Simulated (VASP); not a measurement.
# MgSnSb2 (P-4m2) in VASP: a series of runs

Aim: see how the results for MgSnSb2 move with the level of theory and the settings. Levels: LDA, PBE, PBEsol, r2SCAN. Tasks: single point.

All numbers are computed with VASP 6.6.1; they aren't measurements. Logs are shortened: lines on timing, memory, paths and dates and some standing lists are left out, and cuts for length are marked.

## (1) The cell of the first run

The structure is tetragonal, space group P-4m2 (No. 115). The conventional cell has a = 4.600 Å, b = 4.600 Å, c = 6.555 Å, α = 90.00°, β = 90.00°, γ = 90.00°. Within 3.7 Å of Mg (site symmetry -4m2) lie 4 Sb at 2.80 Å. Sb (site symmetry 2mm) has 2 Mg at 2.80 Å and 2 Sn at 2.85 Å within 3.7 Å. Sn (site symmetry -4m2) has 4 Sb at 2.85 Å within 3.8 Å.

## (2) Single point, LDA

Contents of INCAR:

```
PREC = Accurate ; ENCUT = 600
EDIFF = 1E-6 ; ISMEAR = -1
SIGMA = 0.02 ; LREAL = F
LASPH = T ; NELM = 120
ALGO = Normal ; ISIF = 2
LWAVE = F ; LCHARG = F
NBANDS = 21 ; GGA_COMPAT = F
```

Contents of KPOINTS:

```
regular mesh
0
Gamma
  4 4 2
```

Contents of POSCAR:

```
MgSnSb2
1.0
    4.6004806398      0.0000000000      0.0000000000
    0.0000000000      4.6004806398      0.0000000000
    0.0000000000      0.0000000000      6.5552383745
Mg Sb Sn
1 2 1
Direct
    0.0000000000      0.0000000000      0.0000000000
    0.0000000000      0.5000000000      0.2428810298
    0.5000000000      0.0000000000      0.7571189702
    0.5000000000      0.5000000000      0.5000000000
```

Potentials or basis: VASP PAW LDA potentials, release 64 (Mg, Sb, Sn_d).

Run with:

```sh
$ cat potpaw_LDA.64/Mg/POTCAR potpaw_LDA.64/Sb/POTCAR potpaw_LDA.64/Sn_d/POTCAR > POTCAR
$ mpirun -np 1 vasp_std > vasp.out
```

OUTCAR:

```text
PREC = Accurate
   ENCUT = 600
   EDIFF = 1E-6
   ISMEAR = -1
   LREAL = F
   LASPH = T
   NELM = 120
   ISIF = 2

 ion  position               nearest neighbor table
   1  0.000  0.000  0.000-   2 2.80   3 2.80   2 2.80   3 2.80
   2  0.000  0.500  0.243-   1 2.80   1 2.80   4 2.85   4 2.85
   3  0.500  0.000  0.757-   1 2.80   1 2.80   4 2.85   4 2.85
   4  0.500  0.500  0.500-   2 2.85   3 2.85   3 2.85   2 2.85

  LATTYP: Found a simple tetragonal cell.
 ALAT       =     4.6004806398
 C/A-ratio  =     1.4249029368

  Lattice vectors:

 A1 = (   4.6004806398,   0.0000000000,   0.0000000000)
 A2 = (   0.0000000000,   4.6004806398,   0.0000000000)
 A3 = (   0.0000000000,   0.0000000000,   6.5552383745)

Analysis of symmetry for initial positions (statically):
=====================================================================
 Subroutine PRICEL returns:
 Original cell was already a primitive cell.

 Routine SETGRP: Setting up the symmetry group for a
 simple tetragonal supercell.

 Subroutine GETGRP returns: Found  8 space group operations
 (whereof  8 operations were pure point group operations)
 out of a pool of 16 trial point group operations.

The static configuration has the point symmetry D_2d.

Analysis of symmetry for dynamics (positions and initial velocities):
=====================================================================
 Subroutine PRICEL returns:
 Original cell was already a primitive cell.

 Routine SETGRP: Setting up the symmetry group for a
 simple tetragonal supercell.

 Subroutine GETGRP returns: Found  8 space group operations
 (whereof  8 operations were pure point group operations)
 out of a pool of 16 trial point group operations.

The dynamic configuration has the point symmetry D_2d.

 Subroutine INISYM returns: Found  8 space group operations
 (whereof  8 operations are pure point group operations),
 and found     1 'primitive' translations

----------------------------------------------------------------------------------------

                                     Primitive cell

  volume of cell :     138.7378

  direct lattice vectors                    reciprocal lattice vectors
     4.600480640  0.000000000  0.000000000     0.217368592  0.000000000  0.000000000
     0.000000000  4.600480640  0.000000000     0.000000000  0.217368592  0.000000000
     0.000000000  0.000000000  6.555238375     0.000000000  0.000000000  0.152549754

  length of vectors
     4.600480640  4.600480640  6.555238375     0.217368592  0.217368592  0.152549754

  position of ions in fractional coordinates (direct lattice)
     0.000000000  0.000000000  0.000000000
     0.000000000  0.500000000  0.242881030
     0.500000000  0.000000000  0.757118970
     0.500000000  0.500000000  0.500000000

  ion indices of the primitive-cell ions
   primitive index   ion index
                 1           1
                 2           2
                 3           3
                 4           4

----------------------------------------------------------------------------------------

 KPOINTS: regular mesh

Automatic generation of k-mesh.
 Grid dimensions read from file:
 generate k-points for:    4    4    2

 Generating k-lattice:

  Cartesian coordinates                     Fractional coordinates (reciprocal lattice)
     0.054342148  0.000000000  0.000000000     0.250000000  0.000000000  0.000000000
     0.000000000  0.054342148  0.000000000     0.000000000  0.250000000  0.000000000
     0.000000000  0.000000000  0.076274877     0.000000000  0.000000000  0.500000000

  Length of vectors
     0.054342148  0.054342148  0.076274877

  Shift w.r.t. Gamma in fractional coordinates (k-lattice)
     0.000000000  0.000000000  0.000000000

 Subroutine IBZKPT returns following result:
 ===========================================

 Found     12 irreducible k-points:

 Following reciprocal coordinates:
            Coordinates               Weight
  0.000000  0.000000  0.000000      1.000000
  0.250000  0.000000  0.000000      4.000000
  0.500000  0.000000  0.000000      2.000000
  0.250000  0.250000  0.000000      4.000000
  0.500000  0.250000  0.000000      4.000000
  0.500000  0.500000  0.000000      1.000000
  0.000000  0.000000  0.500000      1.000000
  0.250000  0.000000  0.500000      4.000000
  0.500000  0.000000  0.500000      2.000000
  0.250000  0.250000  0.500000      4.000000
  0.500000  0.250000  0.500000      4.000000
  0.500000  0.500000  0.500000      1.000000
   k-points           NKPTS =     12   k-points in BZ     NKDIM =     12   number of bands    NBANDS=     21
   number of dos      NEDOS =    301   number of ions     NIONS =      4
   total plane-waves  NPLWV =  86400
   dimension x,y,z NGX =    40 NGY =   40 NGZ =   54
   dimension x,y,z NGXF=    80 NGYF=   80 NGZF=  108
   ions per type =               1   2   1
   NGX,Y,Z   is equivalent  to a cutoff of  14.45, 14.45, 13.69 a.u.
   NGXF,Y,Z  is equivalent  to a cutoff of  28.91, 28.91, 27.39 a.u.
 SYSTEM =  unknown system
   PREC   = accura    normal or accurate (medium, high low for compatibility)
   ISTART =      0    job   : 0-new  1-cont  2-samecut
   ICHARG =      2    charge: 1-file 2-atom 10-const
   ISPIN  =      1    spin polarized calculation?
   LNONCOLLINEAR =      F non collinear calculations
   LSORBIT =      F    spin-orbit coupling
   LASPH  =      T    aspherical Exc in radial PAW
   ENCUT  =  600.0 eV  44.10 Ry    6.64 a.u.   9.19  9.19 13.09*2*pi/ulx,y,z
   NELM   =    120;   NELMIN=  2; NELMDL= -5     # of ELM steps
   EDIFF  = 0.1E-05   stopping-criterion for ELM
   LREAL  =      F    real-space projection
   EDIFFG = 0.1E-04   stopping-criterion for IOM
   NSW    =      0    number of steps for IOM
   IBRION =     -1    ionic relax: 0-MD 1-quasi-New 2-CG
   NFREE  =      0    steps in history (QN), initial steepest desc. (CG)
   ISIF   =      2    stress and relaxation
   ISYM   =      2    0-nonsym 1-usesym 2-fastsym
   POTIM  = 0.5000    time-step for ionic-motion
   TEBEG  =    0.0;   TEEND  =   0.0 temperature during run
   PSTRESS=    0.0 pullay stress
   NELECT =      26.0000    total number of electrons
   NUPDOWN=      -1.0000    fix difference up-down
   EMIN   =  10.00;   EMAX   =-10.00  energy-range for DOS
   EFERMI =   0.00;   METHOD = LEGACY
   ISMEAR =    -1;   SIGMA  =   0.02  broadening in eV -4-tet -1-fermi 0-gaus
   EFERMI_NEDOS =   21; number of points for ismear=-14 and -15
   IALGO  =     38    algorithm
   IMIX   =      4    mixing-type and parameters
     AMIX     =   0.40;   BMIX     =  1.00
     AMIX_MAG =   1.60;   BMIX_MAG =  1.00
  volume/ion in A,a.u.               =      34.68       234.06
  Fermi-wavevector in a.u.,A,eV,Ry     =   0.936845  1.770380 11.941536  0.877678
  Thomas-Fermi vector in A             =   2.063896
   LORBIT       =      0    0 simple, 1 ext, 2 COOP (PROOUT), +10 PAW based schemes
   GGA     = CA    functional components
   LHFCALC =     F    Hartree Fock is set to
   AEXX    =    0.0000 exact exchange contribution
   IVDW    =     0    specifies the selected vdW correction
   LEPSILON=     F    determine dielectric tensor
   LRPA    =     F    only Hartree local field effects (RPA)
 non-spin polarized calculation
  energy-cutoff  :      600.00
  volume of cell :      138.74
 maximum number of plane-waves:      4672
 NGX is ok and might be reduce to    40
   NGX = 19   NGY = 19   NGZ = 27

 number of electron      25.9999998 magnetization

 Free energy of the ion-electron system (eV)
  ---------------------------------------------------
  ext. energy  EPLUGINS =         0.00000000
  ---------------------------------------------------
  free energy    TOTEN  =       -16.19968145 eV

  energy without entropy =      -16.19671036  energy(sigma->0) =      -16.19819591

 E-fermi :   3.5873     XC(G=0):  -8.5389

 val. band max:        3.5652608755   @ k =   0.2500   0.0000   0.0000
 cond. band min:       3.6934328550   @ k =   0.0000   0.0000   0.0000
 fundamental gap:      0.1281719795
 Fermi energy:         3.5872530514

 k-point     1 :       0.0000    0.0000    0.0000
  band No.  band energies     occupation
      1     -17.7328      2.00000
      2     -17.7324      2.00000
      3     -17.7324      2.00000
      4     -17.7115      2.00000
      5     -17.6912      2.00000
      6      -6.8945      2.00000
[... 13 lines left out ...]
     20       9.6114      0.00000
     21      11.3326      0.00000

 k-point     2 :       0.2500    0.0000    0.0000
  band No.  band energies     occupation
      1     -17.7366      2.00000
      2     -17.7322      2.00000
      3     -17.7279      2.00000
      4     -17.7106      2.00000
      5     -17.6921      2.00000
      6      -6.5802      2.00000
[... 13 lines left out ...]
     20      10.0760      0.00000
     21      10.2180      0.00000

 k-point     3 :       0.5000    0.0000    0.0000
  band No.  band energies     occupation
      1     -17.7391      2.00000
      2     -17.7321      2.00000
      3     -17.7251      2.00000
      4     -17.7093      2.00000
      5     -17.6929      2.00000
      6      -6.0503      2.00000
[... 13 lines left out ...]
     20       9.1188      0.00000
     21       9.1997      0.00000

 k-point     4 :       0.2500    0.2500    0.0000
  band No.  band energies     occupation
      1     -17.7367      2.00000
      2     -17.7356      2.00000
      3     -17.7232      2.00000
      4     -17.7101      2.00000
      5     -17.6929      2.00000
      6      -6.2546      2.00000
[... 13 lines left out ...]
     20       8.7729      0.00000
     21       9.5992      0.00000

 k-point     5 :       0.5000    0.2500    0.0000
  band No.  band energies     occupation
      1     -17.7389      2.00000
      2     -17.7358      2.00000
      3     -17.7198      2.00000
      4     -17.7092      2.00000
      5     -17.6938      2.00000
      6      -5.6804      2.00000
[... 13 lines left out ...]
     20       9.6895      0.00000
     21      10.6203      0.00000

 k-point     6 :       0.5000    0.5000    0.0000
  band No.  band energies     occupation
      1     -17.7387      2.00000
      2     -17.7387      2.00000
      3     -17.7156      2.00000
      4     -17.7088      2.00000
      5     -17.6948      2.00000
      6      -5.0055      2.00000
[... 13 lines left out ...]
     20      11.2035      0.00000
     21      11.9063      0.00000

 k-point     7 :       0.0000    0.0000    0.5000
  band No.  band energies     occupation
      1     -17.7328      2.00000
      2     -17.7324      2.00000
      3     -17.7324      2.00000
      4     -17.7115      2.00000
      5     -17.6912      2.00000
      6      -6.6324      2.00000
[... 13 lines left out ...]
     20       9.1794      0.00000
     21       9.9772      0.00000

 k-point     8 :       0.2500    0.0000    0.5000
  band No.  band energies     occupation
      1     -17.7366      2.00000
      2     -17.7322      2.00000
      3     -17.7279      2.00000
      4     -17.7106      2.00000
      5     -17.6921      2.00000
      6      -6.3564      2.00000
[... 13 lines left out ...]
     20       9.0428      0.00000
     21       9.0912      0.00000

 k-point     9 :       0.5000    0.0000    0.5000
  band No.  band energies     occupation
      1     -17.7391      2.00000
      2     -17.7321      2.00000
      3     -17.7251      2.00000
      4     -17.7093      2.00000
      5     -17.6929      2.00000
      6      -5.9887      2.00000
[... 13 lines left out ...]
     20       9.6767      0.00000
     21       9.8277      0.00000

 k-point    10 :       0.2500    0.2500    0.5000
  band No.  band energies     occupation
      1     -17.7367      2.00000
      2     -17.7356      2.00000
      3     -17.7232      2.00000
      4     -17.7100      2.00000
      5     -17.6929      2.00000
      6      -6.0535      2.00000
[... 13 lines left out ...]
     20       8.8773      0.00000
     21       9.0620      0.00000

 k-point    11 :       0.5000    0.2500    0.5000
  band No.  band energies     occupation
      1     -17.7389      2.00000
      2     -17.7359      2.00000
      3     -17.7198      2.00000
      4     -17.7091      2.00000
      5     -17.6938      2.00000
      6      -5.6258      2.00000
[... 13 lines left out ...]
     20       9.2672      0.00000
     21      10.2087      0.00000

 k-point    12 :       0.5000    0.5000    0.5000
  band No.  band energies     occupation
      1     -17.7387      2.00000
      2     -17.7387      2.00000
      3     -17.7156      2.00000
      4     -17.7087      2.00000
      5     -17.6948      2.00000
      6      -4.9869      2.00000
[... 13 lines left out ...]
     20       8.7851      0.00000
     21       9.1098      0.00000

------------------------ aborting loop because EDIFF is reached ----------------------------------------

  FORCE on cell =-STRESS in cart. coord.  units (eV):
  Direction    XX          YY          ZZ          XY          YZ          ZX
  --------------------------------------------------------------------------------------
  -------------------------------------------------------------------------------------
  Total       -0.9555060     -0.9555060     -1.3474472      0.0000000      0.0000000      0.0000000
  in kB      -11.0344095    -11.0344095    -15.5606398      0.0000000      0.0000000      0.0000000
  external PRESSURE =     -12.5431529 kB  Pullay stress =       0.0000000 kB

 VOLUME and BASIS-vectors are now :
 -----------------------------------------------------------------------------
  energy-cutoff  :      600.00
  volume of cell :      138.74
      direct lattice vectors                 reciprocal lattice vectors
     4.600480640  0.000000000  0.000000000     0.217368592  0.000000000  0.000000000
     0.000000000  4.600480640  0.000000000     0.000000000  0.217368592  0.000000000
     0.000000000  0.000000000  6.555238375     0.000000000  0.000000000  0.152549754

 POSITION                                       TOTAL-FORCE (eV/Angst)
 -----------------------------------------------------------------------------------
      0.00000      0.00000      0.00000         0.000000      0.000000      0.000000
      0.00000      2.30024      1.59214         0.000000      0.000000     -0.001206
      2.30024      0.00000      4.96310         0.000000      0.000000      0.001206
      2.30024      2.30024      3.27762         0.000000     -0.000000      0.000000
 -----------------------------------------------------------------------------------
    total drift:                               -0.000000      0.000000     -0.000000

  FREE ENERGIE OF THE ION-ELECTRON SYSTEM (eV)
  ---------------------------------------------------
  free  energy   TOTEN  =       -16.1996814508 eV

  energy  without entropy=      -16.1967103625  energy(sigma->0) =      -16.19819591
```

Run time: 18 s. Hardware: 1 thread of Intel Xeon 6975P-C (Granite Rapids), shared host; peak memory 0.25 GiB.

What came out:

```yaml
Free_energy: -16.1997 eV
Pressure: -1.3 GPa
Band_gap_on_the_k_mesh: zero (band 13 reaches 3.69 eV, above the bottom of band 14 at 3.48 eV)
```

Levels at points of the mesh, in eV from the Fermi level:
| k point | band 11 | band 12 | band 13 | band 14 | band 15 | band 16 |
| --- | --- | --- | --- | --- | --- | --- |
| (0.00, 0.00, 0.00) | -0.26 | -0.23 | 0.11 | 0.11 | 1.20 | 2.49 |
| (0.50, 0.00, 0.00) | -2.52 | -1.47 | -0.29 | 1.19 | 3.45 | 3.59 |
| (0.50, 0.50, 0.00) | -2.04 | -2.04 | -1.19 | 0.48 | 1.38 | 1.38 |
| (0.00, 0.00, 0.50) | -1.79 | -0.66 | -0.66 | 1.14 | 1.18 | 3.24 |
| (0.50, 0.00, 0.50) | -1.27 | -0.62 | -0.26 | -0.10 | 2.24 | 3.00 |
| (0.50, 0.50, 0.50) | -2.44 | -2.44 | -1.94 | 2.58 | 3.59 | 3.59 |

Caveat: the k points lie up to 0.48 Å⁻¹ apart; spin-orbit coupling is left out, which moves the levels of the heavy elements.

(Continued in part 2 of 2.)
